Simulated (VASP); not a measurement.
A run of VASP 6.6.1:

The input POSCAR:

```
BN
1.0
    0.0000000000      1.8770184836      1.8770184836
    1.8770184836      0.0000000000      1.8770184836
    1.8770184836      1.8770184836      0.0000000000
B N
1 1
Direct
    0.0000000000      0.0000000000      0.0000000000
    0.2500000000      0.2500000000      0.2500000000
```

INCAR.step1

```
ALGO = Normal
EDIFF = 1E-8
ENCUT = 500
GGA = PE
ISMEAR = 0
LASPH = T
LCHARG = F
LREAL = F
LWAVE = T
NELM = 80
PREC = Accurate
SIGMA = 0.01
```

The input INCAR.step2:

```
ALGO = Exact
EDIFF = 1E-8
ENCUT = 500
GGA = PE
ISMEAR = 0
ISTART = 1
LASPH = T
LCHARG = F
LOPTICS = T
LREAL = F
LWAVE = T
NBANDS = 59
NELM = 1
PREC = Accurate
SIGMA = 0.01
```

The input INCAR.step3:

```
ALGO = EVGW0
EDIFF = 1E-8
ENCUT = 500
ENCUTGW = 150.0
GGA = PE
ISMEAR = 0
ISTART = 1
LASPH = T
LCHARG = F
LREAL = F
LWAVE = F
NBANDS = 59
NBANDSGW = 12
NELMGW = 1
NOMEGA = 96
OMEGAMAX = 20
PREC = Accurate
PRECFOCK = Fast
SIGMA = 0.01
```

The input KPOINTS:

```
k-points
0
Gamma
  6 6 6
```

Potentials or basis: VASP PAW PBE potentials, release 64 (B_GW, N_GW).

Launch:

```console
$ cat potpaw_PBE.64/B_GW/POTCAR potpaw_PBE.64/N_GW/POTCAR > POTCAR
$ cp INCAR.step1 INCAR
$ mpirun -np 1 vasp_std > vasp.out
$ cp INCAR.step2 INCAR
$ mpirun -np 1 vasp_std > vasp.out
$ cp INCAR.step3 INCAR
$ mpirun -np 1 vasp_std > vasp.out
```

Hardware: 1 thread of Intel(R) Xeon(R) 6975P-C (Granite Rapids), on a shared host.

Estimate the wall time of this run.

It took 31 s on 1 thread of Intel(R) Xeon(R) 6975P-C (Granite Rapids) (shared host), peak memory 0.23 GiB. Counts: k points 16.
